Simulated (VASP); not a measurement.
# Al2Ru (Fddd) in VASP: a series of runs, part 2 of 3

VASP 6.6.1. Earlier steps stand in the parts before.

## Step 3: Single point, LDA (13.92 Å³/atom)

File INCAR:

```
SYSTEM = Al2Ru
  PREC = Accurate
  ENCUT = 520
  EDIFF = 1E-6
  ISMEAR = 0
  SIGMA = 0.03
  LREAL = .FALSE.
  LASPH = .TRUE.
  NELM = 100
  ALGO = Normal
  ISIF = 2
  LWAVE = .FALSE.
  LCHARG = .TRUE.
  LELF = .TRUE.
  LVHAR = .TRUE.
  NBANDS = 29
```

File KPOINTS:

```
Automatic mesh
0
G
  10 10 10
  0 0 0
```

File POSCAR:

```
Al2Ru
1.0
    0.0000000000      4.0099599218      4.4084513957
    2.3626358807      0.0000000000      4.4084513957
    2.3626358807      4.0099599218      0.0000000000
Al Ru
4 2
Direct
    0.0788992938      0.4211007062      0.0788992938
    0.4211007062      0.0788992938      0.4211007062
    0.1711007062      0.8288992938      0.1711007062
    0.8288992938      0.1711007062      0.8288992938
    0.7500000000      0.7500000000      0.7500000000
    0.5000000000      0.5000000000      0.5000000000
```

Potentials or basis: VASP PAW LDA potentials, release 64 (Al, Ru_pv).

Command:

```console
$ cat potpaw_LDA.64/Al/POTCAR potpaw_LDA.64/Ru_pv/POTCAR > POTCAR
$ mpirun -np 1 vasp_std > vasp.out
```

Wall time 8.3 min (1 thread of Intel Xeon Platinum 8488C (Sapphire Rapids), shared host); peak memory 0.45 GiB.

The run converged. Its results:

```
Free energy   : -42.3395 eV
Pressure      : -6.5 GPa
Largest force : 0.050 eV/Å
```

Forces in eV/Å, atoms in the order of the input:
```
Al   0.000 -0.050  0.000
Al   0.000  0.050  0.000
Al   0.000  0.050  0.000
Al   0.000 -0.050  0.000
Ru   0.000  0.000  0.000
Ru   0.000  0.000  0.000
```

Stress tensor (GPa, compression positive):
```
-6.58  0.00  0.00
 0.00 -5.94  0.00
 0.00  0.00 -6.94
```

Levels at points of the mesh, in eV from the Fermi level:
| k point | band 17 | band 18 | band 19 | band 20 | band 21 | band 22 | band 23 | band 24 |
| --- | --- | --- | --- | --- | --- | --- | --- | --- |
| (0.00, 0.00, 0.00) | -2.00 | -1.26 | -1.25 | -0.03 | 1.60 | 2.27 | 2.30 | 2.52 |
| (0.50, 0.00, 0.00) | -2.17 | -2.11 | -1.15 | -0.90 | 0.29 | 0.68 | 1.73 | 3.19 |
| (0.50, 0.50, 0.00) | -1.59 | -1.59 | -1.36 | -1.36 | 2.20 | 2.20 | 2.38 | 2.38 |
| (0.50, 0.00, 0.50) | -2.28 | -2.28 | -1.45 | -1.45 | 1.69 | 1.69 | 2.31 | 2.31 |
| (0.00, 0.50, 0.50) | -2.49 | -2.49 | -1.28 | -1.28 | 0.30 | 0.30 | 4.60 | 4.60 |

Caveat: the cell stands under tension.

## Step 4: Single point, LDA (12.85 Å³/atom)

This run uses another cell than the first one, of 12.85 Å³/atom.

File INCAR:

```
SYSTEM = Al2Ru
  ALGO = Fast
  EDIFF = 1E-7
  ENCUT = 520
  GGA = CA
  ISIF = 2
  ISMEAR = 0
  LASPH = .True.
  LCHARG = .True.
  LELF = .True.
  LREAL = .False.
  LVHAR = .True.
  LWAVE = .False.
  NBANDS = 29
  NELM = 80
  PREC = Accurate
  SIGMA = 0.03
```

File KPOINTS:

```
k-points
0
Gamma
  10 10 10
  0 0 0
```

Changes to POSCAR since step 3:

```diff
@@ -2,5 +2,5 @@
 1.0
-    0.0000000000      4.0099599218      4.4084513957
-    2.3626358807      0.0000000000      4.4084513957
-    2.3626358807      4.0099599218      0.0000000000
+    0.0000000000      3.9836241385      4.3794984827
+    2.2098125862      0.0000000000      4.3794984827
+    2.2098125862      3.9836241385      0.0000000000
 Al Ru
```

Potentials or basis: VASP PAW LDA potentials, release 64 (Al, Ru_pv).

Command:

```console
$ cat potpaw_LDA.64/Al/POTCAR potpaw_LDA.64/Ru_pv/POTCAR > POTCAR
$ mpirun -np 1 vasp_std > vasp.out
```

OUTCAR:

```text
SYSTEM = Al2Ru
   EDIFF = 1E-7
   ENCUT = 520
   GGA = CA
   ISIF = 2
   ISMEAR = 0
   LASPH = .True.
   LREAL = .False.
   NELM = 80
   PREC = Accurate

 ion  position               nearest neighbor table
   1  0.079  0.421  0.079-   6 2.53   6 2.53   2 2.54   2 2.54   3 2.56   3 2.56   5 2.60   5 2.60
                             5 2.62   2 2.73   4 3.16   4 3.16   4 3.16   4 3.16
   2  0.421  0.079  0.421-   6 2.53   6 2.53   1 2.54   1 2.54   4 2.56   4 2.56   5 2.60   5 2.60
                             5 2.62   1 2.73   3 3.16   3 3.16   3 3.16   3 3.16
   3  0.171  0.829  0.171-   5 2.53   5 2.53   4 2.54   4 2.54   1 2.56   1 2.56   6 2.60   6 2.60
                             6 2.62   4 2.73   2 3.16   2 3.16   2 3.16   2 3.16
   4  0.829  0.171  0.829-   5 2.53   5 2.53   3 2.54   3 2.54   2 2.56   2 2.56   6 2.60   6 2.60
                             6 2.62   3 2.73   1 3.16   1 3.16   1 3.16   1 3.16
   5  0.750  0.750  0.750-   4 2.53   3 2.53   4 2.53   3 2.53   2 2.60   2 2.60   1 2.60   1 2.60
                             1 2.62   2 2.62   6 3.16   6 3.16   6 3.16   6 3.16
   6  0.500  0.500  0.500-   1 2.53   2 2.53   1 2.53   2 2.53   3 2.60   3 2.60   4 2.60   4 2.60
                             3 2.62   4 2.62   5 3.16   5 3.16   5 3.16   5 3.16

  LATTYP: Found a face centered orthorhombic cell.
 ALAT       =     4.4196251724
 B/A-ratio  =     1.8026977325
 C/A-ratio  =     1.9818415870

  Lattice vectors:

 A1 = (   0.0000000000,   3.9836241385,   4.3794984827)
 A2 = (   2.2098125862,   0.0000000000,   4.3794984827)
 A3 = (   2.2098125862,   3.9836241385,   0.0000000000)

Analysis of symmetry for initial positions (statically):
=====================================================================
 Subroutine PRICEL returns:
 Original cell was already a primitive cell.

 Routine SETGRP: Setting up the symmetry group for a
 face centered orthorhombic supercell.

 Subroutine GETGRP returns: Found  8 space group operations
 (whereof  4 operations were pure point group operations)
 out of a pool of  8 trial point group operations.

The static configuration has the point symmetry D_2 .
[... 147 lines left out ...]
   LORBIT       =      0    0 simple, 1 ext, 2 COOP (PROOUT), +10 PAW based schemes
   GGA     = CA    functional components
   LHFCALC =     F    Hartree Fock is set to
   AEXX    =    0.0000 exact exchange contribution
   IVDW    =     0    specifies the selected vdW correction
   LEPSILON=     F    determine dielectric tensor
   LRPA    =     F    only Hartree local field effects (RPA)
 non-spin polarized calculation
 RMM-DIIS sequential band-by-band and
 Gauss-broadening in eV      SIGMA  =   0.03
  energy-cutoff  :      520.00
  volume of cell :       77.11
 maximum number of plane-waves:      2108
 NGX is ok and might be reduce to    48
   NGX = 23   NGY = 19   NGZ = 17

 number of electron      40.0000003 magnetization

 Free energy of the ion-electron system (eV)
  ---------------------------------------------------
  ext. energy  EPLUGINS =         0.00000000
  ---------------------------------------------------
  free energy    TOTEN  =       -42.11288497 eV

  energy without entropy =      -42.11279586  energy(sigma->0) =      -42.11284042

 E-fermi :  11.5249     XC(G=0): -12.4226

 val. band max:       11.4862624147   @ k =   0.0000   0.3000   0.3000
 cond. band min:      11.5484131824   @ k =  -0.1000   0.3000   0.2000
 fundamental gap:      0.0621507677
 Fermi energy:        11.5248732119

 k-point     1 :       0.0000    0.0000    0.0000
  band No.  band energies     occupation
      1     -31.2204      2.00000
      2     -31.1291      2.00000
      3     -31.1189      2.00000
      4     -31.0607      2.00000
      5     -31.0505      2.00000
      6     -31.0488      2.00000
[... 757 lines left out ...]
     28      16.6463      0.00000
     29      17.6997      0.00000

 [... further k-points ...]

------------------------ aborting loop because EDIFF is reached ----------------------------------------

  FORCE on cell =-STRESS in cart. coord.  units (eV):
  Direction    XX          YY          ZZ          XY          YZ          ZX
  --------------------------------------------------------------------------------------
  -------------------------------------------------------------------------------------
  Total       11.1671080      1.5158967      1.6523128      0.0000000      0.0000000      0.0000000
  in kB      232.0401428     31.4986555     34.3332317      0.0000000      0.0000000      0.0000000
  external PRESSURE =      99.2906767 kB  Pullay stress =       0.0000000 kB

 VOLUME and BASIS-vectors are now :
 -----------------------------------------------------------------------------
  energy-cutoff  :      520.00
  volume of cell :       77.11
      direct lattice vectors                 reciprocal lattice vectors
     0.000000000  3.983624139  4.379498483    -0.226263532  0.125513849  0.114168324
     2.209812586  0.000000000  4.379498483     0.226263532 -0.125513849  0.114168324
     2.209812586  3.983624139  0.000000000     0.226263532  0.125513849 -0.114168324

 POSITION                                       TOTAL-FORCE (eV/Angst)
 -----------------------------------------------------------------------------------
      1.10491      0.62861      2.18975        -0.000000      0.305098     -0.000000
      1.10491      3.35501      2.18975        -0.000000     -0.305098     -0.000000
      2.20981      1.36320      4.37950         0.000000     -0.305098      0.000000
      2.20981      6.60405      4.37950         0.000000      0.305098      0.000000
      3.31472      5.97544      6.56925         0.000000      0.000000     -0.000000
      2.20981      3.98362      4.37950         0.000000      0.000000      0.000000
 -----------------------------------------------------------------------------------
    total drift:                               -0.000000     -0.000000     -0.000000

  FREE ENERGIE OF THE ION-ELECTRON SYSTEM (eV)
  ---------------------------------------------------
  free  energy   TOTEN  =       -42.1128849747 eV

  energy  without entropy=      -42.1127958573  energy(sigma->0) =      -42.11284042
```

OSZICAR:

```text
N       E                     dE             d eps       ncg     rms          rms(c)
DAV:   1     0.304682054420E+03    0.30468E+03   -0.21553E+04 10310   0.132E+03
DAV:   2    -0.331331116760E+02   -0.33782E+03   -0.32692E+03 10591   0.362E+02
DAV:   3    -0.436707971552E+02   -0.10538E+02   -0.10391E+02 12016   0.625E+01
DAV:   4    -0.437898300059E+02   -0.11903E+00   -0.11892E+00 11720   0.652E+00
DAV:   5    -0.437922765586E+02   -0.24466E-02   -0.24464E-02 12180   0.937E-01    0.202E+01
RMM:   6    -0.427350445046E+02    0.10572E+01   -0.94583E+00  9945   0.177E+01    0.470E+00
RMM:   7    -0.422041617177E+02    0.53088E+00   -0.13397E+00  9936   0.743E+00    0.408E+00
RMM:   8    -0.421161041442E+02    0.88058E-01   -0.13025E-01 10832   0.218E+00    0.561E-01
RMM:   9    -0.421132173188E+02    0.28868E-02   -0.17161E-02 11315   0.672E-01    0.330E-01
RMM:  10    -0.421128869963E+02    0.33032E-03   -0.39532E-03 11691   0.457E-01    0.139E-01
RMM:  11    -0.421128885917E+02   -0.15954E-05   -0.11400E-03 11822   0.220E-01    0.109E-01
RMM:  12    -0.421128917348E+02   -0.31432E-05   -0.31028E-04 13150   0.933E-02    0.582E-02
RMM:  13    -0.421128891095E+02    0.26253E-05   -0.50134E-05 13573   0.357E-02    0.373E-02
RMM:  14    -0.421128845260E+02    0.45835E-05   -0.23790E-05 11215   0.318E-02    0.547E-03
RMM:  15    -0.421128848758E+02   -0.34975E-06   -0.53528E-06 12613   0.886E-03    0.107E-03
RMM:  16    -0.421128849676E+02   -0.91793E-07   -0.10520E-06 11654   0.327E-03    0.126E-03
RMM:  17    -0.421128849747E+02   -0.71459E-08   -0.73545E-08  7278   0.121E-03
   1 F= -.42112885E+02 E0= -.42112840E+02  d E =-.891174E-04
```

Wall time 4.1 min (1 thread of Intel Xeon 6975P-C (Granite Rapids), shared host); peak memory 0.42 GiB.

Results:

```yaml
Free_energy: -42.1129 eV
Pressure: 9.9 GPa
Largest_force: 0.305 eV/Å
Band_gap_on_the_k_mesh: zero (bands 20 and 21 overlap by 0.30 eV)
```

Forces on the atoms (eV/Å):
```
Al   0.000  0.305  0.000
Al   0.000 -0.305  0.000
Al   0.000 -0.305  0.000
Al   0.000  0.305  0.000
Ru   0.000  0.000  0.000
Ru   0.000  0.000  0.000
```

Caveat: the stress differs along the axes, from 3 to 23 GPa.

(Part 2 of 3 ends here.)

The gap in the log of VASP goes by the Fermi energy; the results here count the filled bands.